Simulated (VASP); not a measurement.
Write the native input for VASP 6.6.1 that does the following.

- Task: relaxation of cell and atoms
- Functional: PBE
- Potentials or basis: VASP PAW PBE potentials, release 64 (Ti_sv)
- Cutoff: 500 eV
- k mesh: 22 × 22 × 12
- Occupations: gaussian, width 0.1 eV
- Spin: no spin polarisation
- Dipole correction: no
- Further INCAR settings: ALGO = Normal; EDIFF = 1e-07; IBRION = 2; EDIFFG = -0.01; NSW = 100; ISIF = 3

The structure of Ti lies in POSCAR:

```
Ti
1.0
    1.4877652706     -2.5081038912      0.0000000000
    1.4877652706      2.5081038912      0.0000000000
    0.0000000000      0.0000000000      4.6651169663
Ti
2
Direct
    0.8266540019      0.1733459981      0.7500000000
    0.1733459981      0.8266540019      0.2500000000
```

The cell was generated, and may not be a known phase.

The input as run:

INCAR

```
SYSTEM = Ti
PREC     = Accurate       ! precision mode
ENCUT    = 500            ! plane-wave cutoff, eV
EDIFF    = 1E-7           ! SCF threshold, eV
ISMEAR   = 0              ! smearing method
SIGMA    = 0.1            ! smearing width, eV
LREAL    = .FALSE.        ! projectors in reciprocal space
LASPH    = .TRUE.         ! aspherical terms in the spheres
NELM     = 120            ! most SCF steps
ALGO     = Normal         ! electronic algorithm
ISIF     = 3              ! what is computed and relaxed
LWAVE    = .FALSE.        ! write WAVECAR
LCHARG   = .FALSE.        ! write CHGCAR
GGA      = PE             ! functional
IBRION   = 2              ! ionic algorithm
NSW      = 100            ! ionic steps
EDIFFG   = -0.01          ! ionic threshold
GGA_COMPAT= .FALSE.      
NELMIN   = 4
```

KPOINTS

```
regular mesh
0
G
  22 22 12
  0 0 0
```

Potentials or basis: VASP PAW PBE potentials, release 64 (Ti_sv).

Run with:

```bash
$ cat potpaw_PBE.64/Ti_sv/POTCAR > POTCAR
$ mpirun -np 1 vasp_std > vasp.out
```

It gave:

```
Relaxed volume                        : 17.34 Å³/atom
Relaxed cell                          : a = 2.936 Å, b = 2.936 Å, c = 4.645 Å, α = 90.00°, β = 90.00°, γ = 119.97°
Space group after relaxing (to 0.1 Å) : P6_3/mmc (No. 194)
Energy gained by relaxing             : 2.0 meV/atom
Ionic steps                           : 13
Pressure after relaxing               : 0.0 GPa
Band gap on the k mesh                : zero (bands 12 and 13 overlap by 1.15 eV)
```

Run time: 30 min on 1 thread of Intel(R) Xeon(R) 6975P-C (Granite Rapids), on a shared host, peak memory 0.55 GiB.
